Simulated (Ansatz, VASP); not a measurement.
# One calculation of PbSe, two programs

File INCAR:

```
SYSTEM = PbSe
PREC = Accurate
ENCUT = 520
EDIFF = 1E-6
ISMEAR = 0
SIGMA = 0.03
LREAL = .FALSE.
LASPH = .TRUE.
NELM = 80
ALGO = Normal
ISIF = 2
LWAVE = .FALSE.
LCHARG = .TRUE.
GGA = PE
IVDW = 12
LELF = .TRUE.
LVHAR = .TRUE.
NBANDS = 17
```

KPOINTS

```
regular mesh
0
G
  10 10 10
  0 0 0
```

File POSCAR:

```
PbSe
1.0
    0.0000000000      3.0726546263      3.2760643626
    3.0726546263      0.0000000000      3.2760643626
    3.0726546263      3.0726546263      0.0000000000
Pb Se
1 1
Direct
    0.0000000000      0.0000000000      0.0000000000
    0.5000000000      0.5000000000      0.5000000000
```

Input for Ansatz:

```yaml
crystal:
  lattice:
    - [0.0, 3.0726546263, 3.2760643626]
    - [3.0726546263, 0.0, 3.2760643626]
    - [3.0726546263, 3.0726546263, 0.0]
  atoms:
    - { symbol: Pb, position: [0.0, 0.0, 0.0] }
    - { symbol: Se, position: [0.5, 0.5, 0.5] }
basis:
  ecutwfc: 420
kpoints:
  mp_grid: { grid: [10, 10, 10] }
hamiltonian:
  xc: pbe
  dispersion: d3bj
scf:
  occupations: { method: gaussian, width: 0.03 }
output:
  forces: true
  stress: true
  eigenvalues: true
  write_density: true
  write_potential: true
  elf: true
  volumetric_format: npy
```

Alike in both runs: task single point; functional PBE; dispersion D3(BJ); k mesh 10 × 10 × 10; occupations gaussian, width 0.03 eV; no spin polarisation.

|  | VASP | Ansatz |
| --- | --- | --- |
| version | VASP 6.6.1 | Ansatz 0.2.0 |
| potentials or method | VASP PAW PBE potentials, release 64 (Pb_d, Se), cutoff 520 eV | scalar-relativistic, plane waves, PAW |
| valence electrons in the cell | 20 | 30 |

|  | VASP | Ansatz | Ansatz less VASP |
| --- | --- | --- | --- |
| gap on the k mesh at the Fermi level (eV) | 0.43 | 0.43 | -0.004 |
| least direct gap on the mesh (eV) | 0.43 | 0.43 | -0.004 |
| pressure (GPa) | -2.3 | -2.3 | +0.02 |
| traceless stress, the component that is largest in VASP (GPa) | -3.38 | -3.37 | +0.011 |

VASP's potentials hold 20 valence electrons a cell and Ansatz's 30, so a difference there can come from the potentials and not from the codes.

Neither program's run includes spin-orbit coupling.
